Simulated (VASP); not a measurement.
# HgTe (Fm-3m) in VASP: further runs

Runs on HgTe. Level: PBE+D3(BJ). Tasks: single point, relaxation of cell and atoms.

Program: VASP 6.6.1. These are calculated values, not measurements. Logs are shortened: lines on timing, memory, paths and dates and some standing lists are left out, and cuts for length are marked.

### Step 1. The cell of the first run

Symmetry: Fm-3m, No. 225, cubic system. Conventional cell: a = 6.040 Å, b = 6.040 Å, c = 6.040 Å, α = 90.00°, β = 90.00°, γ = 90.00°. Within 4.0 Å of Hg (site symmetry m-3m) lie 6 Te at 3.02 Å. Within 4.0 Å of Te (site symmetry m-3m) lie 6 Hg at 3.02 Å.

### Step 2. Single point, PBE+D3(BJ)

Contents of INCAR:

```
SYSTEM = HgTe
PREC = Accurate ; ENCUT = 520
EDIFF = 1E-7 ; ISMEAR = 0
SIGMA = 0.1 ; LREAL = .FALSE.
LASPH = .TRUE. ; NELM = 100
ALGO = Normal ; ISIF = 2
LWAVE = .FALSE. ; LCHARG = .TRUE.
GGA = PE ; IVDW = 12
LELF = .TRUE. ; LVHAR = .TRUE.
NBANDS = 16
```

Contents of KPOINTS:

```
regular mesh
0
G
  12 12 12
  0 0 0
```

Contents of POSCAR:

```
HgTe
1.0
    0.0000000000      3.0198426119      3.0198426119
    3.0198426119      0.0000000000      3.0198426119
    3.0198426119      3.0198426119      0.0000000000
Hg Te
1 1
Direct
    0.0000000000      0.0000000000      0.0000000000
    0.5000000000      0.5000000000      0.5000000000
```

Potentials or basis: VASP PAW PBE potentials, release 64 (Hg, Te).

On the command line:

```bash
$ cat potpaw_PBE.64/Hg/POTCAR potpaw_PBE.64/Te/POTCAR > POTCAR
$ mpirun -np 1 vasp_std > vasp.out
```

OUTCAR:

```text
SYSTEM = HgTe
   PREC = Accurate
   ENCUT = 520
   EDIFF = 1E-7
   ISMEAR = 0
   LREAL = .FALSE.
   LASPH = .TRUE.
   NELM = 100
   ISIF = 2
   GGA = PE
   IVDW = 12
 IVDW          = 12

 ion  position               nearest neighbor table
   1  0.000  0.000  0.000-   2 3.02   2 3.02   2 3.02   2 3.02   2 3.02   2 3.02
   2  0.500  0.500  0.500-   1 3.02   1 3.02   1 3.02   1 3.02   1 3.02   1 3.02

  LATTYP: Found a face centered cubic cell.
 ALAT       =     6.0396852238

  Lattice vectors:

 A1 = (   0.0000000000,   3.0198426119,   3.0198426119)
 A2 = (   3.0198426119,   0.0000000000,   3.0198426119)
 A3 = (   3.0198426119,   3.0198426119,   0.0000000000)

Analysis of symmetry for initial positions (statically):
=====================================================================
 Subroutine PRICEL returns:
 Original cell was already a primitive cell.

 Routine SETGRP: Setting up the symmetry group for a
 face centered cubic supercell.

 Subroutine GETGRP returns: Found 48 space group operations
 (whereof 48 operations were pure point group operations)
 out of a pool of 48 trial point group operations.

The static configuration has the point symmetry O_h .

Analysis of symmetry for dynamics (positions and initial velocities):
=====================================================================
 Subroutine PRICEL returns:
 Original cell was already a primitive cell.

 Routine SETGRP: Setting up the symmetry group for a
 face centered cubic supercell.

 Subroutine GETGRP returns: Found 48 space group operations
 (whereof 48 operations were pure point group operations)
 out of a pool of 48 trial point group operations.

The dynamic configuration has the point symmetry O_h .

 Subroutine INISYM returns: Found 48 space group operations
 (whereof 48 operations are pure point group operations),
 and found     1 'primitive' translations

----------------------------------------------------------------------------------------

                                     Primitive cell

  volume of cell :      55.0786

  direct lattice vectors                    reciprocal lattice vectors
     0.000000000  3.019842612  3.019842612    -0.165571543  0.165571543  0.165571543
     3.019842612  0.000000000  3.019842612     0.165571543 -0.165571543  0.165571543
     3.019842612  3.019842612  0.000000000     0.165571543  0.165571543 -0.165571543

  length of vectors
     4.270702378  4.270702378  4.270702378     0.286778324  0.286778324  0.286778324

  position of ions in fractional coordinates (direct lattice)
     0.000000000  0.000000000  0.000000000
[... 79 lines left out ...]
   LREAL  =      F    real-space projection
   EDIFFG = 0.1E-05   stopping-criterion for IOM
   NSW    =      0    number of steps for IOM
   IBRION =     -1    ionic relax: 0-MD 1-quasi-New 2-CG
   NFREE  =      0    steps in history (QN), initial steepest desc. (CG)
   ISIF   =      2    stress and relaxation
   ISYM   =      2    0-nonsym 1-usesym 2-fastsym
   POTIM  = 0.5000    time-step for ionic-motion
   TEBEG  =    0.0;   TEEND  =   0.0 temperature during run
   PSTRESS=    0.0 pullay stress
   NELECT =      18.0000    total number of electrons
   NUPDOWN=      -1.0000    fix difference up-down
   EMIN   =  10.00;   EMAX   =-10.00  energy-range for DOS
   EFERMI =   0.00;   METHOD = LEGACY
   ISMEAR =     0;   SIGMA  =   0.10  broadening in eV -4-tet -1-fermi 0-gaus
   EFERMI_NEDOS =   21; number of points for ismear=-14 and -15
   IALGO  =     38    algorithm
   IMIX   =      4    mixing-type and parameters
     AMIX     =   0.40;   BMIX     =  1.00
     AMIX_MAG =   1.60;   BMIX_MAG =  1.00
  volume/ion in A,a.u.               =      27.54       185.84
  Fermi-wavevector in a.u.,A,eV,Ry     =   1.127642  2.130935 17.300858  1.271577
  Thomas-Fermi vector in A             =   2.264329
   LORBIT       =      0    0 simple, 1 ext, 2 COOP (PROOUT), +10 PAW based schemes
   GGA     = PE    functional components
   LHFCALC =     F    Hartree Fock is set to
   AEXX    =    0.0000 exact exchange contribution
   IVDW    =    12    specifies the selected vdW correction
   LEPSILON=     F    determine dielectric tensor
   LRPA    =     F    only Hartree local field effects (RPA)
 non-spin polarized calculation
 Gauss-broadening in eV      SIGMA  =   0.10
  energy-cutoff  :      520.00
  volume of cell :       55.08
 maximum number of plane-waves:      1524
   NGX = 15   NGY = 15   NGZ = 15

 number of electron      18.0000002 magnetization

 Free energy of the ion-electron system (eV)
  ---------------------------------------------------
  ext. energy  EPLUGINS =         0.00000000
  ---------------------------------------------------
  free energy    TOTEN  =        -3.31925499 eV

  energy without entropy =       -3.31402535  energy(sigma->0) =       -3.31664017

 E-fermi :   4.7051     XC(G=0): -10.0169

 val. band max:        4.6411170558   @ k =  -0.1667   0.2500   0.0833
 cond. band min:       4.7233391737   @ k =   0.3333   0.0000   0.0000
 fundamental gap:      0.0822221179
 Fermi energy:         4.7051304152

 k-point     1 :       0.0000    0.0000    0.0000
  band No.  band energies     occupation
      1      -7.5087      2.00000
      2      -2.0918      2.00000
      3      -2.0918      2.00000
      4      -2.0317      2.00000
      5      -2.0317      2.00000
      6      -2.0317      2.00000
[... 433 lines left out ...]
      3      -2.4086      2.00000
      4      -2.2165      2.00000
      5      -1.8488      2.00000
      6      -1.8243      2.00000
[... 8 lines left out ...]
     15      14.9674      0.00000
     16      15.5345      0.00000

 [... further k-points ...]

------------------------ aborting loop because EDIFF is reached ----------------------------------------

 Edisp (eV)   -0.91173

 E8    (eV) :    -0.4183

  FORCE on cell =-STRESS in cart. coord.  units (eV):
  Direction    XX          YY          ZZ          XY          YZ          ZX
  --------------------------------------------------------------------------------------
  -------------------------------------------------------------------------------------
  Total       0.04455     0.04455     0.04455    -0.00000    -0.00000     0.00000
  in kB       1.29594     1.29594     1.29594    -0.00000    -0.00000     0.00000
  external pressure =        1.30 kB  Pullay stress =        0.00 kB

 VOLUME and BASIS-vectors are now :
 -----------------------------------------------------------------------------
  energy-cutoff  :      520.00
  volume of cell :       55.08
      direct lattice vectors                 reciprocal lattice vectors
     0.000000000  3.019842612  3.019842612    -0.165571543  0.165571543  0.165571543
     3.019842612  0.000000000  3.019842612     0.165571543 -0.165571543  0.165571543
     3.019842612  3.019842612  0.000000000     0.165571543  0.165571543 -0.165571543

 POSITION                                       TOTAL-FORCE (eV/Angst)
 -----------------------------------------------------------------------------------
      0.00000      0.00000      0.00000         0.000000      0.000000     -0.000000
      3.01984      3.01984      3.01984        -0.000000     -0.000000      0.000000
 -----------------------------------------------------------------------------------
    total drift:                                0.000000     -0.000000     -0.000000

  FREE ENERGIE OF THE ION-ELECTRON SYSTEM (eV)
  ---------------------------------------------------
  free  energy   TOTEN  =        -4.2309879793 eV

  energy  without entropy=       -4.2257583396  energy(sigma->0) =       -4.22837316
```

stdout:

```text
POSCAR found type information on POSCAR HgTe
 POSCAR found :  2 types and       2 ions
 scaLAPACK will be used
 LDA part: xc-table for (Slater+PW92), standard interpolation
 POSCAR, INCAR and KPOINTS ok, starting setup
 FFT: planning ... GRIDC
 FFT: planning ... GRID_SOFT
 FFT: planning ... GRID
 WAVECAR not read
 entering main loop
```

Run time: 23 s. Hardware: 1 thread of Intel Xeon Platinum 8488C (Sapphire Rapids), shared host; peak memory 0.23 GiB.

What came out:

* Free energy: -4.2310 eV
* Pressure: 0.1 GPa
* Band gap on the k mesh: zero (band 9 reaches 5.04 eV, above the bottom of band 10 at 2.35 eV)
* Dispersion energy per atom: -0.456 eV

Caveat: spin-orbit coupling is left out, which moves the levels of the heavy elements; pairwise dispersion overbinds metals, which lowers pressure and volume.

### Step 3. Relaxation of cell and atoms, PBE+D3(BJ)

Contents of INCAR:

```
SYSTEM = HgTe
ALGO = Normal
EDIFF = 1E-6
EDIFFG = -0.005
ENCUT = 600
GGA = PE
IBRION = 2
ISIF = 3
ISMEAR = 0
IVDW = 12
LASPH = .TRUE.
LCHARG = .FALSE.
LREAL = .FALSE.
LWAVE = .FALSE.
NELM = 100
NSW = 100
PREC = Accurate
SIGMA = 0.1
```

Contents of KPOINTS:

```
k-points
0
G
  12 12 12
  0 0 0
```

POSCAR is that of step 2.

Potentials or basis: VASP PAW PBE potentials, release 64 (Hg, Te).

On the command line:

```bash
$ cat potpaw_PBE.64/Hg/POTCAR potpaw_PBE.64/Te/POTCAR > POTCAR
$ mpirun -np 1 vasp_std > vasp.out
```

Run time: 42 s. Hardware: 1 thread of Intel Xeon Platinum 8488C (Sapphire Rapids), shared host; peak memory 0.26 GiB.

It converged, with:

| Quantity | Value |
| --- | --- |
| Free energy | -4.2311 eV |
| Relaxed volume | 27.65 Å³/atom |
| Relaxed cell | a = 4.276 Å, b = 4.276 Å, c = 4.276 Å, α = 60.00°, β = 60.00°, γ = 60.00° |
| Space group after relaxing (to 0.05 Å) | Fm-3m (No. 225) |
| Energy gained by relaxing | 0.0 meV/atom |
| Ionic steps | 2 |
| Pressure after relaxing | 0.0 GPa |
| Band gap on the k mesh | zero (band 9 reaches 4.98 eV, above the bottom of band 10 at 2.32 eV) |
| Dispersion energy per atom | -0.454 eV |

Final structure:
```cif
data_structure
_symmetry_space_group_name_H-M 'P 1'
_symmetry_Int_Tables_number 1
_cell_length_a 4.2764
_cell_length_b 4.2764
_cell_length_c 4.2764
_cell_angle_alpha 60.000
_cell_angle_beta 60.000
_cell_angle_gamma 60.000
_cell_volume 55.30
loop_
_atom_site_label
_atom_site_type_symbol
_atom_site_fract_x
_atom_site_fract_y
_atom_site_fract_z
_atom_site_occupancy
Hg1 Hg 0.00000 0.00000 0.00000 1
Te1 Te 0.50000 0.50000 0.50000 1
```

Levels at points of the mesh, in eV from the Fermi level:
```
           k point  band 6  band 7  band 8  band 9  band 10  band 11  band 12  band 13
(0.00, 0.00, 0.00)   -6.72   -0.83   -0.71   -0.71    -0.71     7.68     7.68     7.68
(0.50, 0.00, 0.00)   -6.54   -5.59    0.33    0.33     2.64     3.84     3.95     3.95
(0.50, 0.50, 0.00)   -5.83   -4.40   -2.76   -2.34    -2.34     4.84     9.33     9.33
```

Caveat: spin-orbit coupling is left out, which moves the levels of the heavy elements; pairwise dispersion overbinds metals, which lowers pressure and volume. Zero-point motion and thermal expansion aren't in these numbers.

### Step 4. Single point, PBE+D3(BJ)

Contents of INCAR:

```
SYSTEM = HgTe
PREC = Accurate ; ENCUT = 520
EDIFF = 1E-7 ; ISMEAR = 0
SIGMA = 0.1 ; LREAL = .False.
LASPH = .True. ; NELM = 100
ALGO = Normal ; ISIF = 2
LWAVE = .False. ; LCHARG = .False.
GGA = PE ; IVDW = 12
NBANDS = 16
```

Contents of KPOINTS:

```
Automatic mesh
0
Gamma
  12 12 12
  0 0 0
```

POSCAR is that of step 3.

On the command line:

```bash
$ cat potpaw_PBE.64/Hg/POTCAR potpaw_PBE.64/Te/POTCAR > POTCAR
$ mpirun -np 1 vasp_std > vasp.out
```

It took 23 s on 1 thread of Intel Xeon Platinum 8488C (Sapphire Rapids), shared host; peak memory 0.23 GiB.

Results (log left out):

- Free energy: -4.2310 eV
- Pressure: 0.1 GPa
- Band gap on the k mesh: zero (band 9 reaches 5.04 eV, above the bottom of band 10 at 2.35 eV)
- Dispersion energy per atom: -0.456 eV

Levels at points of the mesh, in eV from the Fermi level:
| k point | band 6 | band 7 | band 8 | band 9 | band 10 | band 11 | band 12 | band 13 |
| --- | --- | --- | --- | --- | --- | --- | --- | --- |
| (0.00, 0.00, 0.00) | -6.74 | -0.81 | -0.72 | -0.72 | -0.72 | 7.68 | 7.68 | 7.68 |
| (0.50, 0.00, 0.00) | -6.56 | -5.61 | 0.33 | 0.33 | 2.63 | 3.86 | 3.94 | 3.94 |
| (0.50, 0.50, 0.00) | -5.84 | -4.43 | -2.76 | -2.35 | -2.35 | 4.83 | 9.35 | 9.35 |

Caveat: spin-orbit coupling is left out, which moves the levels of the heavy elements; pairwise dispersion overbinds metals, which lowers pressure and volume.
